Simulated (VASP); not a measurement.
Wanted: the native input for a VASP 6.6.1 run.

```
Task                   : single point
Functional             : PBEsol
Potentials or basis    : VASP PAW PBE potentials, release 64 (Ca_sv)
Cutoff                 : 520 eV
k mesh                 : 16 × 16 × 16
Occupations            : gaussian, width 0.15 eV
Spin                   : no spin polarisation
Dipole correction      : no
Further INCAR settings : ALGO = Fast; EDIFF = 1e-06; NBANDS = 11
```

The structure of Ca lies in POSCAR:

```
Ca
1.0
   -2.3072000000      2.3072000000      2.2736000000
    2.3072000000     -2.3072000000      2.2736000000
    2.3072000000      2.3072000000     -2.2736000000
Ca
1
Direct
    0.0000000000      0.0000000000      0.0000000000
```

This cell differs from its parent crystal: strain +0.030 along x and y, +0.015 along z.

These files were run (other wordings do the same):

INCAR

```
PREC = Accurate
ENCUT = 520
EDIFF = 1E-6
ISMEAR = 0
SIGMA = 0.15
LREAL = F
LASPH = T
NELM = 80
ALGO = Fast
ISIF = 2
LWAVE = F
LCHARG = F
GGA = PS
NBANDS = 11
```

KPOINTS

```
regular mesh
0
Gamma
  16 16 16
```

Potentials or basis: VASP PAW PBE potentials, release 64 (Ca_sv).

Command:

```bash
$ cat potpaw_PBE.64/Ca_sv/POTCAR > POTCAR
$ mpirun -np 1 vasp_std > vasp.out
```

Results of the run:

```json
{
  "Pressure": "-2.3 GPa",
  "Band gap on the k mesh": "zero (band 5 reaches 1.75 eV, above the bottom of band 6 at 1.28 eV)"
}
```

Caveat: the cell differs from its parent crystal (strain +0.030 along x and y, +0.015 along z); the PAW data sets were made with another functional, which shifts forces and pressure a little.

Wall time 2.1 min on 1 thread of Intel(R) Xeon(R) Platinum 8488C (Sapphire Rapids) (shared host), peak memory 0.3 GiB.
